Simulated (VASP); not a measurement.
# KRe3 (P4/mmm) in VASP: further runs

The runs below take KRe3 through single point, relaxation of cell and atoms, with PBE.

Program: VASP 6.6.1. These are calculated values, not measurements. Logs are shortened: lines on timing, memory, paths and dates and some standing lists are left out, and cuts for length are marked.

## (1) The cell of the first run

It takes space group P4/mmm (No. 123, tetragonal). Conventional cell: a = 3.108 Å, b = 3.108 Å, c = 8.726 Å, α = 90.00°, β = 90.00°, γ = 90.00°. Within 4.1 Å of K (site symmetry 4/mmm) lie 4 K at 3.11 Å and 8 Re at 3.68 Å. Within 3.4 Å of Re (site symmetry 4mm) lie 9 Re at 2.61 to 3.11 Å. Within 3.4 Å of Re (site symmetry 4/mmm) lie 12 Re at 2.61 to 3.11 Å.

The cell was generated, and may not be a known phase.

## (2) Single point, PBE

The input, INCAR:

```
PREC = Accurate
ENCUT = 520
EDIFF = 1E-7
ISMEAR = 0
SIGMA = 0.1
LREAL = False
LASPH = True
NELM = 100
ALGO = Normal
ISIF = 2
LWAVE = False
LCHARG = False
GGA = PE
NBANDS = 23
```

The input, KPOINTS:

```
Automatic mesh
0
Gamma
  6 6 2
```

The input, POSCAR:

```
KRe3
1.0
    3.1076668873      0.0000000000      0.0000000000
    0.0000000000      3.1076668873      0.0000000000
    0.0000000000      0.0000000000      8.7256022845
K Re
1 3
Direct
    0.0000000000      0.0000000000      0.5000000000
    0.5000000000      0.5000000000      0.1623241058
    0.5000000000      0.5000000000      0.8376758942
    0.0000000000      0.0000000000      0.0000000000
```

Potentials or basis: VASP PAW PBE potentials, release 64 (K_sv, Re).

Started as:

```sh
cat potpaw_PBE.64/K_sv/POTCAR potpaw_PBE.64/Re/POTCAR > POTCAR
mpirun -np 1 vasp_std > vasp.out
```

OUTCAR:

```text
PREC = Accurate
   ENCUT = 520
   EDIFF = 1E-7
   ISMEAR = 0
   LREAL = False
   LASPH = True
   NELM = 100
   ISIF = 2
   GGA = PE

 ion  position               nearest neighbor table
   1  0.000  0.000  0.500-
   2  0.500  0.500  0.162-   4 2.61   4 2.61   4 2.61   4 2.61   3 2.83
   3  0.500  0.500  0.838-   4 2.61   4 2.61   4 2.61   4 2.61   2 2.83
   4  0.000  0.000  0.000-   2 2.61   3 2.61   2 2.61   3 2.61   2 2.61   3 2.61   2 2.61   3 2.61

  LATTYP: Found a simple tetragonal cell.
 ALAT       =     3.1076668873
 C/A-ratio  =     2.8077662764

  Lattice vectors:

 A1 = (   3.1076668873,   0.0000000000,   0.0000000000)
 A2 = (   0.0000000000,   3.1076668873,   0.0000000000)
 A3 = (   0.0000000000,   0.0000000000,   8.7256022845)

Analysis of symmetry for initial positions (statically):
=====================================================================
 Subroutine PRICEL returns:
 Original cell was already a primitive cell.

 Routine SETGRP: Setting up the symmetry group for a
 simple tetragonal supercell.

 Subroutine GETGRP returns: Found 16 space group operations
 (whereof 16 operations were pure point group operations)
 out of a pool of 16 trial point group operations.

The static configuration has the point symmetry D_4h.

Analysis of symmetry for dynamics (positions and initial velocities):
=====================================================================
 Subroutine PRICEL returns:
 Original cell was already a primitive cell.

 Routine SETGRP: Setting up the symmetry group for a
 simple tetragonal supercell.

 Subroutine GETGRP returns: Found 16 space group operations
 (whereof 16 operations were pure point group operations)
 out of a pool of 16 trial point group operations.

The dynamic configuration has the point symmetry D_4h.

 Subroutine INISYM returns: Found 16 space group operations
 (whereof 16 operations are pure point group operations),
 and found     1 'primitive' translations

----------------------------------------------------------------------------------------

                                     Primitive cell

  volume of cell :      84.2683

  direct lattice vectors                    reciprocal lattice vectors
     3.107666887  0.000000000  0.000000000     0.321784810  0.000000000  0.000000000
     0.000000000  3.107666887  0.000000000     0.000000000  0.321784810  0.000000000
     0.000000000  0.000000000  8.725602285     0.000000000  0.000000000  0.114605269

  length of vectors
     3.107666887  3.107666887  8.725602285     0.321784810  0.321784810  0.114605269

  position of ions in fractional coordinates (direct lattice)
     0.000000000  0.000000000  0.500000000
     0.500000000  0.500000000  0.162324106
     0.500000000  0.500000000  0.837675894
     0.000000000  0.000000000  0.000000000

  ion indices of the primitive-cell ions
   primitive index   ion index
                 1           1
                 2           2
                 3           3
                 4           4

----------------------------------------------------------------------------------------

 KPOINTS: Automatic mesh

Automatic generation of k-mesh.
 Grid dimensions read from file:
 generate k-points for:    6    6    2

 Generating k-lattice:

  Cartesian coordinates                     Fractional coordinates (reciprocal lattice)
     0.053630802  0.000000000  0.000000000     0.166666667  0.000000000  0.000000000
     0.000000000  0.053630802  0.000000000     0.000000000  0.166666667  0.000000000
     0.000000000  0.000000000  0.057302635     0.000000000  0.000000000  0.500000000

  Length of vectors
     0.053630802  0.053630802  0.057302635

  Shift w.r.t. Gamma in fractional coordinates (k-lattice)
     0.000000000  0.000000000  0.000000000

 Subroutine IBZKPT returns following result:
 ===========================================

 Found     20 irreducible k-points:

 Following reciprocal coordinates:
            Coordinates               Weight
  0.000000  0.000000  0.000000      1.000000
  0.166667  0.000000  0.000000      4.000000
  0.333333  0.000000  0.000000      4.000000
  0.500000  0.000000  0.000000      2.000000
  0.166667  0.166667  0.000000      4.000000
  0.333333  0.166667  0.000000      8.000000
[... 12 lines left out ...]
  0.500000  0.333333  0.500000      4.000000
  0.500000  0.500000  0.500000      1.000000
   k-points           NKPTS =     20   k-points in BZ     NKDIM =     20   number of bands    NBANDS=     23
   number of dos      NEDOS =    301   number of ions     NIONS =      4
   total plane-waves  NPLWV =  40320
   dimension x,y,z NGX =    24 NGY =   24 NGZ =   70
   dimension x,y,z NGXF=    48 NGYF=   48 NGZF=  140
   ions per type =               1   3
   NGX,Y,Z   is equivalent  to a cutoff of  12.84, 12.84, 13.34 a.u.
   NGXF,Y,Z  is equivalent  to a cutoff of  25.68, 25.68, 26.67 a.u.
 SYSTEM =  unknown system
   PREC   = accura    normal or accurate (medium, high low for compatibility)
   ISTART =      0    job   : 0-new  1-cont  2-samecut
   ICHARG =      2    charge: 1-file 2-atom 10-const
   ISPIN  =      1    spin polarized calculation?
   LNONCOLLINEAR =      F non collinear calculations
   LSORBIT =      F    spin-orbit coupling
   LASPH  =      T    aspherical Exc in radial PAW
   ENCUT  =  520.0 eV  38.22 Ry    6.18 a.u.   5.78  5.78 16.22*2*pi/ulx,y,z
   NELM   =    100;   NELMIN=  2; NELMDL= -5     # of ELM steps
   EDIFF  = 0.1E-06   stopping-criterion for ELM
   LREAL  =      F    real-space projection
   EDIFFG = 0.1E-05   stopping-criterion for IOM
   NSW    =      0    number of steps for IOM
   IBRION =     -1    ionic relax: 0-MD 1-quasi-New 2-CG
   NFREE  =      0    steps in history (QN), initial steepest desc. (CG)
   ISIF   =      2    stress and relaxation
   ISYM   =      2    0-nonsym 1-usesym 2-fastsym
   POTIM  = 0.5000    time-step for ionic-motion
   TEBEG  =    0.0;   TEEND  =   0.0 temperature during run
   PSTRESS=    0.0 pullay stress
   NELECT =      30.0000    total number of electrons
   NUPDOWN=      -1.0000    fix difference up-down
   EMIN   =  10.00;   EMAX   =-10.00  energy-range for DOS
   EFERMI =   0.00;   METHOD = LEGACY
   ISMEAR =     0;   SIGMA  =   0.10  broadening in eV -4-tet -1-fermi 0-gaus
   EFERMI_NEDOS =   21; number of points for ismear=-14 and -15
   IALGO  =     38    algorithm
   IMIX   =      4    mixing-type and parameters
     AMIX     =   0.40;   BMIX     =  1.00
     AMIX_MAG =   1.60;   BMIX_MAG =  1.00
  volume/ion in A,a.u.               =      21.07       142.17
  Fermi-wavevector in a.u.,A,eV,Ry     =   1.160274  2.192599 18.316642  1.346235
  Thomas-Fermi vector in A             =   2.296858
   LORBIT       =      0    0 simple, 1 ext, 2 COOP (PROOUT), +10 PAW based schemes
   GGA     = PE    functional components
   LHFCALC =     F    Hartree Fock is set to
   AEXX    =    0.0000 exact exchange contribution
   IVDW    =     0    specifies the selected vdW correction
   LEPSILON=     F    determine dielectric tensor
   LRPA    =     F    only Hartree local field effects (RPA)
 non-spin polarized calculation
 Gauss-broadening in eV      SIGMA  =   0.10
  energy-cutoff  :      520.00
  volume of cell :       84.27
 maximum number of plane-waves:      2304
 NGX is ok and might be reduce to    24
   NGX = 11   NGY = 11   NGZ = 33

 number of electron      30.0000001 magnetization

 Free energy of the ion-electron system (eV)
  ---------------------------------------------------
  ext. energy  EPLUGINS =         0.00000000
  ---------------------------------------------------
  free energy    TOTEN  =       -34.13433107 eV

  energy without entropy =      -34.12248029  energy(sigma->0) =      -34.12840568

 E-fermi :   4.5624     XC(G=0): -10.9419

 val. band max:        4.5275818920   @ k =   0.5000   0.0000   0.5000
 cond. band min:       4.5841405806   @ k =   0.5000   0.5000   0.0000
 fundamental gap:      0.0565586887
 Fermi energy:         4.5624479886

 k-point     1 :       0.0000    0.0000    0.0000
  band No.  band energies     occupation
      1     -26.7980      2.00000
      2     -10.1641      2.00000
      3      -9.7391      2.00000
      4      -9.7391      2.00000
      5      -4.4548      2.00000
      6      -1.7875      2.00000
[... 15 lines left out ...]
     22       7.8580      0.00000
     23       8.1258      0.00000

 k-point     2 :       0.1667    0.0000    0.0000
  band No.  band energies     occupation
      1     -26.7550      2.00000
      2     -10.1111      2.00000
      3     -10.0850      2.00000
      4      -9.7086      2.00000
      5      -3.8900      2.00000
      6      -1.4499      2.00000
[... 15 lines left out ...]
     22       7.6723      0.00000
     23       8.3356      0.00000

 k-point     3 :       0.3333    0.0000    0.0000
  band No.  band energies     occupation
      1     -26.6670      2.00000
      2     -10.7198      2.00000
      3     -10.0027      2.00000
      4      -9.6470      2.00000
      5      -2.7272      2.00000
      6      -1.0643      2.00000
[... 15 lines left out ...]
     22       8.3946      0.00000
     23       8.5559      0.00000

 k-point     4 :       0.5000    0.0000    0.0000
  band No.  band energies     occupation
      1     -26.6220      2.00000
      2     -11.0144      2.00000
      3      -9.9470      2.00000
      4      -9.6157      2.00000
      5      -2.3005      2.00000
      6      -1.2956      2.00000
[... 15 lines left out ...]
     22       7.8875      0.00000
     23       7.9793      0.00000

 k-point     5 :       0.1667    0.1667    0.0000
  band No.  band energies     occupation
      1     -26.7126      2.00000
      2     -10.0745      2.00000
      3     -10.0604      2.00000
      4     -10.0164      2.00000
      5      -3.3303      2.00000
      6      -0.9848      2.00000
[... 330 lines left out ...]
 k-point    18 :       0.3333    0.3333    0.5000
  band No.  band energies     occupation
      1     -26.5423      2.00000
      2     -10.5819      2.00000
      3     -10.5302      2.00000
      4      -9.8633      2.00000
      5      -1.4048      2.00000
      6      -0.4420      2.00000
[... 15 lines left out ...]
     22       9.2341      0.00000
     23       9.4917      0.00000

 k-point    19 :       0.5000    0.3333    0.5000
  band No.  band energies     occupation
      1     -26.4995      2.00000
      2     -10.8326      2.00000
      3     -10.4998      2.00000
      4      -9.8153      2.00000
      5      -1.4556      2.00000
      6      -0.3789      2.00000
[... 15 lines left out ...]
     22       7.6833      0.00000
     23      10.4646      0.00000

 k-point    20 :       0.5000    0.5000    0.5000
  band No.  band energies     occupation
      1     -26.4576      2.00000
      2     -10.7697      2.00000
      3     -10.7697      2.00000
      4      -9.7700      2.00000
      5      -1.7003      2.00000
      6      -0.5262      2.00000
[... 15 lines left out ...]
     22       7.3284      0.00000
     23      10.6603      0.00000

------------------------ aborting loop because EDIFF is reached ----------------------------------------

  FORCE on cell =-STRESS in cart. coord.  units (eV):
  Direction    XX          YY          ZZ          XY          YZ          ZX
  --------------------------------------------------------------------------------------
  -------------------------------------------------------------------------------------
  Total       -0.2675945     -0.2675945     -0.1905987      0.0000000     -0.0000000      0.0000000
  in kB       -5.0877235     -5.0877235     -3.6238167      0.0000000     -0.0000000      0.0000000
  external PRESSURE =      -4.5997546 kB  Pullay stress =       0.0000000 kB

 VOLUME and BASIS-vectors are now :
 -----------------------------------------------------------------------------
  energy-cutoff  :      520.00
  volume of cell :       84.27
      direct lattice vectors                 reciprocal lattice vectors
     3.107666887  0.000000000  0.000000000     0.321784810  0.000000000  0.000000000
     0.000000000  3.107666887  0.000000000     0.000000000  0.321784810  0.000000000
     0.000000000  0.000000000  8.725602285     0.000000000  0.000000000  0.114605269

 POSITION                                       TOTAL-FORCE (eV/Angst)
 -----------------------------------------------------------------------------------
      0.00000      0.00000      4.36280         0.000000      0.000000      0.000000
      1.55383      1.55383      1.41638         0.000000      0.000000     -0.070050
      1.55383      1.55383      7.30923         0.000000      0.000000      0.070050
      0.00000      0.00000      0.00000         0.000000      0.000000      0.000000
 -----------------------------------------------------------------------------------
    total drift:                                0.000000     -0.000000      0.000000

  FREE ENERGIE OF THE ION-ELECTRON SYSTEM (eV)
  ---------------------------------------------------
  free  energy   TOTEN  =       -34.1343310681 eV

  energy  without entropy=      -34.1224802937  energy(sigma->0) =      -34.12840568
```

Run time: 24 s. Hardware: 1 thread of AMD EPYC 9R45 (Zen 5), shared host; peak memory 0.17 GiB.

What came out:

```yaml
Free_energy: -34.1343 eV
Pressure: -0.5 GPa
Largest_force: 0.070 eV/Å
Band_gap_on_the_k_mesh: zero (bands 15 and 16 overlap by 1.82 eV)
```

Forces in eV/Å, atoms in the order of the input:
```
K    0.000  0.000  0.000
Re   0.000  0.000 -0.070
Re   0.000  0.000  0.070
Re   0.000  0.000  0.000
```

Levels at points of the mesh, in eV from the Fermi level:
```
           k point  band 12  band 13  band 14  band 15  band 16  band 17  band 18  band 19
(0.00, 0.00, 0.00)    -2.03    -2.03    -0.95    -0.95    -0.53     0.35     0.95     1.77
(0.50, 0.00, 0.00)    -1.44    -0.69    -0.32    -0.21     0.80     1.19     1.19     1.79
(0.50, 0.50, 0.00)    -0.19     0.02     0.02     1.03     1.06     1.37     1.80     2.28
(0.00, 0.00, 0.50)    -2.03    -1.89    -0.96    -0.96    -0.79     0.36     0.95     2.03
(0.50, 0.00, 0.50)    -1.74    -0.69    -0.03     0.06     0.78     0.99     1.18     1.32
(0.50, 0.50, 0.50)    -0.07     0.29     0.29     0.30     1.03     1.37     1.78     1.78
```

Caveat: the k points lie up to 0.36 Å⁻¹ apart, too coarse for converged energies and pressures of a metal; spin-orbit coupling is left out, which moves the levels of the heavy elements.

## (3) Relaxation of cell and atoms, PBE

This run uses another cell than the first one, of 21.18 Å³/atom.

The input, INCAR:

```
SYSTEM = KRe3
PREC     = Accurate       ! precision mode
ENCUT    = 600            ! plane-wave cutoff, eV
EDIFF    = 1E-6           ! SCF threshold, eV
ISMEAR   = 0              ! smearing method
SIGMA    = 0.1            ! smearing width, eV
LREAL    = .FALSE.        ! projectors in reciprocal space
LASPH    = .TRUE.         ! aspherical terms in the spheres
NELM     = 80             ! most SCF steps
ALGO     = Normal         ! electronic algorithm
ISIF     = 3              ! what is computed and relaxed
LWAVE    = .FALSE.        ! write WAVECAR
LCHARG   = .FALSE.        ! write CHGCAR
GGA      = PE             ! functional
IBRION   = 2              ! ionic algorithm
NSW      = 90             ! ionic steps
EDIFFG   = -0.04          ! ionic threshold
```

The input, KPOINTS:

```
Automatic mesh
0
G
  6 6 2
  0 0 0
```

The input, POSCAR:

```
KRe3
1.0
    3.1233751004      0.0000000000      0.0000000000
    0.0000000000      3.1233751004      0.0000000000
    0.0000000000      0.0000000000      8.6836434467
K Re
1 3
Direct
    0.0000000000      0.0000000000      0.5000000000
    0.5000000000      0.5000000000      0.1601908717
    0.5000000000      0.5000000000      0.8398091283
    0.0000000000      0.0000000000      0.0000000000
```

Potentials or basis: VASP PAW PBE potentials, release 64 (K_sv, Re).

Started as:

```sh
cat potpaw_PBE.64/K_sv/POTCAR potpaw_PBE.64/Re/POTCAR > POTCAR
mpirun -np 1 vasp_std > vasp.out
```

It took 85 s on 1 thread of AMD EPYC 9R45 (Zen 5), shared host; peak memory 0.22 GiB.

Results (log left out):

```
Free energy                           : -34.1369 eV
Relaxed volume                        : 21.09 Å³/atom
Relaxed cell                          : a = 3.105 Å, b = 3.105 Å, c = 8.749 Å, α = 90.00°, β = 90.00°, γ = 90.00°
Space group after relaxing (to 0.1 Å) : P4/mmm (No. 123)
Energy gained by relaxing             : 1.9 meV/atom
Ionic steps                           : 5
Pressure after relaxing               : 0.0 GPa
Largest force after relaxing          : 0.024 eV/Å
Band gap on the k mesh                : zero (bands 15 and 16 overlap by 1.85 eV)
```

Forces in eV/Å, atoms in the order of the input:
```
K    0.000  0.000  0.000
Re   0.000  0.000  0.024
Re   0.000  0.000 -0.024
Re   0.000  0.000  0.000
```

Stress tensor (GPa, compression positive):
```
 0.03  0.00  0.00
 0.00  0.03  0.00
 0.00  0.00 -0.14
```

Step by step:
```
step  energy change (eV)  largest force (eV/Å)  pressure (GPa)  volume (Å³)
   1              0.0000                0.2680            0.13        84.71
   2             -0.0053                0.1178           -1.18        84.92
   3             -0.0057                0.0414           -0.91        84.88
   4             -0.0043                0.1124            1.22        83.66
   5             -0.0075                0.0244           -0.03        84.35
```

Final structure:
```
CELL_PARAMETERS angstrom
3.10495 0.00000 0.00000
0.00000 3.10495 0.00000
0.00000 0.00000 8.74931
ATOMIC_POSITIONS crystal
K 0.00000 0.00000 0.50000
Re 0.50000 0.50000 0.16166
Re 0.50000 0.50000 0.83834
Re 0.00000 0.00000 0.00000
```

Levels at points of the mesh, in eV from the Fermi level:
| k point | band 12 | band 13 | band 14 | band 15 | band 16 | band 17 | band 18 | band 19 |
| --- | --- | --- | --- | --- | --- | --- | --- | --- |
| (0.00, 0.00, 0.00) | -2.04 | -2.04 | -0.96 | -0.96 | -0.55 | 0.35 | 0.95 | 1.76 |
| (0.50, 0.00, 0.00) | -1.45 | -0.69 | -0.32 | -0.21 | 0.80 | 1.19 | 1.20 | 1.80 |
| (0.50, 0.50, 0.00) | -0.19 | 0.03 | 0.03 | 1.03 | 1.07 | 1.38 | 1.77 | 2.29 |
| (0.00, 0.00, 0.50) | -2.04 | -1.90 | -0.97 | -0.97 | -0.82 | 0.37 | 0.95 | 2.04 |
| (0.50, 0.00, 0.50) | -1.75 | -0.70 | -0.03 | 0.06 | 0.79 | 1.00 | 1.19 | 1.31 |
| (0.50, 0.50, 0.50) | -0.06 | 0.29 | 0.29 | 0.30 | 1.04 | 1.38 | 1.79 | 1.79 |

Caveat: the k points lie up to 0.36 Å⁻¹ apart in the final cell, too coarse for converged energies and pressures of a metal; spin-orbit coupling is left out, which moves the levels of the heavy elements.

(Part 1 of 2 ends here.)

The gap in the log of VASP goes by the Fermi energy; the results here count the filled bands.